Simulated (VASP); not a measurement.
Write the native input for VASP 6.6.1 that does the following.

```yaml
Task: single point
Functional: PBE
Potentials_or_basis: VASP PAW PBE potentials, release 64 (Zn, S)
Cutoff: 520 eV
k_mesh: 1 × 1 × 15
Occupations: gaussian, width 0.05 eV
Spin: collinear spin
Starting_moments: "[0.5, 0.5] μB"
Dipole_correction: no
Further_INCAR_settings: ALGO = Normal; EDIFF = 1e-06; NBANDS = 20
```

The structure of ZnS lies in POSCAR:

```
ZnS
1.0
    9.0000000000      0.0000000000      0.0000000000
    0.0000000000      9.3000000000      0.0000000000
    0.0000000000      0.0000000000      4.1768829218
Zn S
1 1
Direct
    0.5000000000      0.5000000000     -0.0174978637
    0.5000000000      0.5000000000      0.4824978637
```

One way to write it, as run:

INCAR

```
  ALGO = Normal
  EDIFF = 1E-6
  ENCUT = 520
  GGA = PE
  ISIF = 2
  ISMEAR = 0
  ISPIN = 2
  LASPH = T
  LCHARG = T
  LELF = T
  LORBIT = 11
  LREAL = F
  LVHAR = T
  LWAVE = F
  MAGMOM = 0.5 0.5
  NBANDS = 20
  NELM = 150
  PREC = Accurate
  SIGMA = 0.05
```

KPOINTS

```
k-points
0
Gamma
  1 1 15
```

Potentials or basis: VASP PAW PBE potentials, release 64 (Zn, S).

Command:

```sh
$ cat potpaw_PBE.64/Zn/POTCAR potpaw_PBE.64/S/POTCAR > POTCAR
$ mpirun -np 1 vasp_std > vasp.out
```

It gave:

| Quantity | Value |
| --- | --- |
| Band gap on the k mesh | 1.67 eV (least direct gap 2.70 eV) |
| Net moment | 0.00 μB per cell |
| Valence electrons inside the program's atomic spheres | Zn 10.79; S 3.77 |

Run time: 2.2 min on 1 thread of Intel(R) Xeon(R) Platinum 8259CL CPU @ 2.50GHz (Skylake/Cascade Lake) (shared host), peak memory 0.55 GiB.
